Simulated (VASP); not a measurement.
# Zr2MnN2 (I4/mmm) in VASP: single point with PBE

Aim: the single point of Zr2MnN2 with PBE.

All numbers are computed with VASP 6.6.1; they aren't measurements. Logs are shortened: lines on timing, memory, paths and dates and some standing lists are left out, and cuts for length are marked.

### Step 1. The cell of the first run

Symmetry: I4/mmm, No. 139, tetragonal system. The conventional cell has a = 3.241 Å, b = 3.241 Å, c = 11.898 Å, α = 90.00°, β = 90.00°, γ = 90.00°. Zr (site symmetry 4mm) has 5 N at 2.25 to 2.30 Å and 4 Mn at 2.89 Å within 3.0 Å. Within 2.6 Å of Mn (site symmetry 4/mmm) lie 2 N at 1.94 Å. N (site symmetry 4mm) has 1 Mn at 1.94 Å and 5 Zr at 2.25 to 2.30 Å within 2.6 Å.

### Step 2. Single point, PBE, collinear spin, ferromagnetic start

Input file INCAR:

```
  ALGO = Normal
  EDIFF = 1E-6
  ENCUT = 600
  GGA = PE
  GGA_COMPAT = False
  ISIF = 2
  ISMEAR = 0
  ISPIN = 2
  KPAR = 4
  LASPH = True
  LCHARG = False
  LMAXMIX = 4
  LORBIT = 11
  LREAL = False
  LWAVE = False
  MAGMOM = 0 0 2.17 0 0
  NBANDS = 36
  NELM = 200
  PREC = Accurate
  SIGMA = 0.1
```

Input file KPOINTS:

```
k-points
0
Gamma
  14 14 14
```

Input file POSCAR:

```
Zr2MnN2
1.0
   -1.6203504780      1.6203504780      5.9488839870
    1.6203504780     -1.6203504780      5.9488839870
    1.6203504780      1.6203504780     -5.9488839870
Zr Mn N
2 1 2
Direct
    0.3516247007      0.3516247007      0.0000000000
    0.6483752993      0.6483752993      0.0000000000
    0.0000000000      0.0000000000      0.0000000000
    0.1626690385      0.1626690385      0.0000000000
    0.8373309615      0.8373309615      0.0000000000
```

Potentials or basis: VASP PAW PBE potentials, release 64 (Zr_sv, Mn_pv, N).

Run with:

```console
$ cat potpaw_PBE.64/Zr_sv/POTCAR potpaw_PBE.64/Mn_pv/POTCAR potpaw_PBE.64/N/POTCAR > POTCAR
$ mpirun -np 4 vasp_std > vasp.out
```

OUTCAR:

```text
EDIFF = 1E-6
   ENCUT = 600
   GGA = PE
   ISIF = 2
   ISMEAR = 0
   ISPIN = 2
   LASPH = True
   LORBIT = 11
   LREAL = False
   NELM = 200
   PREC = Accurate

 ion  position               nearest neighbor table
   1  0.352  0.352  0.000-   4 2.25   5 2.30   5 2.30   5 2.30   5 2.30   3 2.89   3 2.89   3 2.89
                             3 2.89   2 3.33   2 3.33   2 3.33   2 3.33   2 3.53
   2  0.648  0.648  0.000-   5 2.25   4 2.30   4 2.30   4 2.30   4 2.30   3 2.89   3 2.89   3 2.89
                             3 2.89   1 3.33   1 3.33   1 3.33   1 3.33   1 3.53
   3  0.000  0.000  0.000-   4 1.94   5 1.94   2 2.89   1 2.89   2 2.89   2 2.89   2 2.89   1 2.89
                             1 2.89   1 2.89
   4  0.163  0.163  0.000-   3 1.94   1 2.25   2 2.30   2 2.30   2 2.30   2 2.30
   5  0.837  0.837  0.000-   3 1.94   2 2.25   1 2.30   1 2.30   1 2.30   1 2.30

  LATTYP: Found a body centered tetragonal cell.
 ALAT       =     3.2407009560
 C/A-ratio  =     3.6713563317

  Lattice vectors:

 A1 = (  -1.6203504780,   1.6203504780,   5.9488839870)
 A2 = (   1.6203504780,  -1.6203504780,   5.9488839870)
 A3 = (   1.6203504780,   1.6203504780,  -5.9488839870)

Analysis of symmetry for initial positions (statically):
=====================================================================
 Subroutine PRICEL returns:
 Original cell was already a primitive cell.

 Routine SETGRP: Setting up the symmetry group for a
 body centered tetragonal supercell.

 Subroutine GETGRP returns: Found 16 space group operations
 (whereof 16 operations were pure point group operations)
 out of a pool of 16 trial point group operations.

The static configuration has the point symmetry D_4h.

Analysis of symmetry for dynamics (positions and initial velocities):
=====================================================================
 Subroutine PRICEL returns:
 Original cell was already a primitive cell.

 Routine SETGRP: Setting up the symmetry group for a
 body centered tetragonal supercell.

 Subroutine GETGRP returns: Found 16 space group operations
 (whereof 16 operations were pure point group operations)
 out of a pool of 16 trial point group operations.

The dynamic configuration has the point symmetry D_4h.

Analysis of structural, dynamic, and magnetic symmetry:
=====================================================================
 Subroutine PRICEL returns:
 Original cell was already a primitive cell.

 Routine SETGRP: Setting up the symmetry group for a
 body centered tetragonal supercell.

 Subroutine GETGRP returns: Found 16 space group operations
 (whereof 16 operations were pure point group operations)
 out of a pool of 16 trial point group operations.

The overall configuration has the point symmetry D_4h.

 Subroutine INISYM returns: Found 16 space group operations
 (whereof 16 operations are pure point group operations),
 and found     1 'primitive' translations

----------------------------------------------------------------------------------------

                                     Primitive cell

  volume of cell :      62.4760

  direct lattice vectors                    reciprocal lattice vectors
    -1.620350478  1.620350478  5.948883987     0.000000000  0.308575217  0.084049378
     1.620350478 -1.620350478  5.948883987     0.308575217  0.000000000  0.084049378
     1.620350478  1.620350478 -5.948883987     0.308575217  0.308575217  0.000000000

  length of vectors
     6.374973885  6.374973885  6.374973885     0.319817076  0.319817076  0.436391257

  position of ions in fractional coordinates (direct lattice)
     0.351624701  0.351624701  0.000000000
     0.648375299  0.648375299  0.000000000
     0.000000000  0.000000000  0.000000000
     0.162669038  0.162669038  0.000000000
     0.837330962  0.837330962  0.000000000

  ion indices of the primitive-cell ions
   primitive index   ion index
                 1           1
                 2           2
                 3           3
                 4           4
                 5           5

[... 29 lines left out ...]
  0.071429  0.000000  0.000000      8.000000
  0.142857 -0.000000  0.000000      8.000000
  0.214286 -0.000000  0.000000      8.000000
  0.285714  0.000000  0.000000      8.000000
  0.357143 -0.000000  0.000000      8.000000
[... 16 lines left out ...]
  0.214286  0.142857  0.000000     16.000000
  0.285714  0.142857  0.000000     16.000000
 [... further k-points ...]
   k-points           NKPTS =    244   k-points in BZ     NKDIM =    244   number of bands    NBANDS=     36
   number of dos      NEDOS =    301   number of ions     NIONS =      5
   total plane-waves  NPLWV = 157464
   dimension x,y,z NGX =    54 NGY =   54 NGZ =   54
   dimension x,y,z NGXF=   108 NGYF=  108 NGZF=  108
   ions per type =               2   1   2
   NGX,Y,Z   is equivalent  to a cutoff of  14.08, 14.08, 14.08 a.u.
   NGXF,Y,Z  is equivalent  to a cutoff of  28.16, 28.16, 28.16 a.u.
 SYSTEM =  unknown system
   PREC   = accura    normal or accurate (medium, high low for compatibility)
   ISTART =      0    job   : 0-new  1-cont  2-samecut
   ICHARG =      2    charge: 1-file 2-atom 10-const
   ISPIN  =      2    spin polarized calculation?
   LNONCOLLINEAR =      F non collinear calculations
   LSORBIT =      F    spin-orbit coupling
   LASPH  =      T    aspherical Exc in radial PAW
   ENCUT  =  600.0 eV  44.10 Ry    6.64 a.u.  12.73 12.73 12.73*2*pi/ulx,y,z
   NELM   =    200;   NELMIN=  2; NELMDL= -5     # of ELM steps
   EDIFF  = 0.1E-05   stopping-criterion for ELM
   LREAL  =      F    real-space projection
   EDIFFG = 0.1E-04   stopping-criterion for IOM
   NSW    =      0    number of steps for IOM
   IBRION =     -1    ionic relax: 0-MD 1-quasi-New 2-CG
   NFREE  =      0    steps in history (QN), initial steepest desc. (CG)
   ISIF   =      2    stress and relaxation
   ISYM   =      2    0-nonsym 1-usesym 2-fastsym
   POTIM  = 0.5000    time-step for ionic-motion
   TEBEG  =    0.0;   TEEND  =   0.0 temperature during run
   PSTRESS=    0.0 pullay stress
   NELECT =      47.0000    total number of electrons
   NUPDOWN=      -1.0000    fix difference up-down
   EMIN   =  10.00;   EMAX   =-10.00  energy-range for DOS
   EFERMI =   0.00;   METHOD = LEGACY
   ISMEAR =     0;   SIGMA  =   0.10  broadening in eV -4-tet -1-fermi 0-gaus
   EFERMI_NEDOS =   21; number of points for ismear=-14 and -15
   IALGO  =     38    algorithm
   IMIX   =      4    mixing-type and parameters
     AMIX     =   0.40;   BMIX     =  1.00
     AMIX_MAG =   1.60;   BMIX_MAG =  1.00
  volume/ion in A,a.u.               =      12.50        84.32
  Fermi-wavevector in a.u.,A,eV,Ry     =   1.488914  2.813640 30.162283  2.216865
  Thomas-Fermi vector in A             =   2.601889
   LORBIT       =     11    0 simple, 1 ext, 2 COOP (PROOUT), +10 PAW based schemes
   GGA     = PE    functional components
   LHFCALC =     F    Hartree Fock is set to
   AEXX    =    0.0000 exact exchange contribution
   IVDW    =     0    specifies the selected vdW correction
   LEPSILON=     F    determine dielectric tensor
   LRPA    =     F    only Hartree local field effects (RPA)
 spin polarized calculation
 Gauss-broadening in eV      SIGMA  =   0.10
  energy-cutoff  :      600.00
  volume of cell :       62.48
 maximum number of plane-waves:      2131
 NGX is ok and might be reduce to    54
   NGX = 25   NGY = 25   NGZ = 25

 number of electron      47.0000003 magnetization       2.0542009

 Free energy of the ion-electron system (eV)
  ---------------------------------------------------
  ext. energy  EPLUGINS =         0.00000000
  ---------------------------------------------------
  free energy    TOTEN  =       -49.44020662 eV

  energy without entropy =      -49.42708269  energy(sigma->0) =      -49.43364465

 E-fermi :  10.6148     XC(G=0): -12.4429

 val. band max:       10.6135202613   @ k =   0.5000   0.1429   0.0000
 cond. band min:      10.6168966693   @ k =  -0.3571   0.5000   0.1429
 fundamental gap:      0.0033764080
 Fermi energy:        10.6148063402

 spin component 1

 k-point     1 :       0.0000    0.0000    0.0000
  band No.  band energies     occupation
      1     -38.7915      1.00000
      2     -38.5587      1.00000
      3     -38.4465      1.00000
      4     -38.2566      1.00000
      5     -38.2566      1.00000
      6     -16.8564      1.00000
[... 901 lines left out ...]
     34      16.8553      0.00000
     35      17.3072      0.00000

 [... further k-points ...]

 spin component 2

 k-point     1 :       0.0000    0.0000    0.0000
  band No.  band energies     occupation
      1     -38.6267      1.00000
      2     -38.5542      1.00000
      3     -36.3828      1.00000
      4     -35.8146      1.00000
      5     -35.8146      1.00000
      6     -16.9629      1.00000
[... 901 lines left out ...]
     34      16.8988      0.00000
     35      17.4481      0.00000

 [... further k-points ...]

 [bands above 35 left out]

------------------------ aborting loop because EDIFF is reached ----------------------------------------

  FORCE on cell =-STRESS in cart. coord.  units (eV):
  Direction    XX          YY          ZZ          XY          YZ          ZX
  --------------------------------------------------------------------------------------
  -------------------------------------------------------------------------------------
  Total        0.0400990      0.0400990      0.1573774      0.0000000      0.0000000      0.0000000
  in kB        1.0283248      1.0283248      4.0358922      0.0000000      0.0000000      0.0000000
  external PRESSURE =       2.0308473 kB  Pullay stress =       0.0000000 kB

 VOLUME and BASIS-vectors are now :
 -----------------------------------------------------------------------------
  energy-cutoff  :      600.00
  volume of cell :       62.48
      direct lattice vectors                 reciprocal lattice vectors
    -1.620350478  1.620350478  5.948883987     0.000000000  0.308575217  0.084049378
     1.620350478 -1.620350478  5.948883987     0.308575217  0.000000000  0.084049378
     1.620350478  1.620350478 -5.948883987     0.308575217  0.308575217  0.000000000

 POSITION                                       TOTAL-FORCE (eV/Angst)
 -----------------------------------------------------------------------------------
      0.00000      0.00000      4.18355         0.000000      0.000000      0.006894
      0.00000      0.00000      7.71422         0.000000      0.000000     -0.006894
      0.00000      0.00000      0.00000         0.000000      0.000000      0.000000
      0.00000      0.00000      1.93540         0.000000      0.000000      0.037731
      0.00000      0.00000      9.96237        -0.000000     -0.000000     -0.037731
 -----------------------------------------------------------------------------------
    total drift:                                0.000000     -0.000000      0.000000

  FREE ENERGIE OF THE ION-ELECTRON SYSTEM (eV)
  ---------------------------------------------------
  free  energy   TOTEN  =       -49.4402066154 eV

  energy  without entropy=      -49.4270826929  energy(sigma->0) =      -49.43364465

 total charge

# of ion       s       p       d       tot
------------------------------------------
    1        2.169   6.028   1.620   9.817
    2        2.169   6.028   1.620   9.817
    3        0.344   6.339   5.142  11.824
    4        1.241   2.486   0.000   3.727
    5        1.241   2.486   0.000   3.727
--------------------------------------------------
tot          7.163  23.367   8.382  38.912

 magnetization (x)

# of ion       s       p       d       tot
------------------------------------------
    1       -0.006  -0.003  -0.103  -0.112
    2       -0.006  -0.003  -0.103  -0.112
    3        0.018   0.004   2.249   2.271
    4       -0.001   0.024   0.000   0.023
    5       -0.001   0.024   0.000   0.023
--------------------------------------------------
tot          0.004   0.046   2.044   2.094
```

Wall time 15 min (4 MPI ranks of Intel Xeon 6975P-C (Granite Rapids), shared host); peak memory 1.2 GiB.

What came out:

| Quantity | Value |
| --- | --- |
| Free energy | -49.4402 eV |
| Pressure | 0.2 GPa |
| Largest force | 0.038 eV/Å |
| Net moment | 2.05 μB per cell |
| Site moments | Zr -0.11; Mn +2.27; N +0.02 μB |
| Valence electrons inside the program's atomic spheres | Zr 9.82; Mn 11.82; N 3.73 |

Forces on the atoms (eV/Å):
```
Zr   0.000  0.000  0.007
Zr   0.000  0.000 -0.007
Mn   0.000  0.000  0.000
N    0.000  0.000  0.038
N    0.000  0.000 -0.038
```

Caveat: a cell with one magnetic atom can't hold antiferromagnetic order, which such compounds often take. With open d or f shells a metallic result of PBE can be an artefact of self-interaction; +U or a hybrid may open a gap.
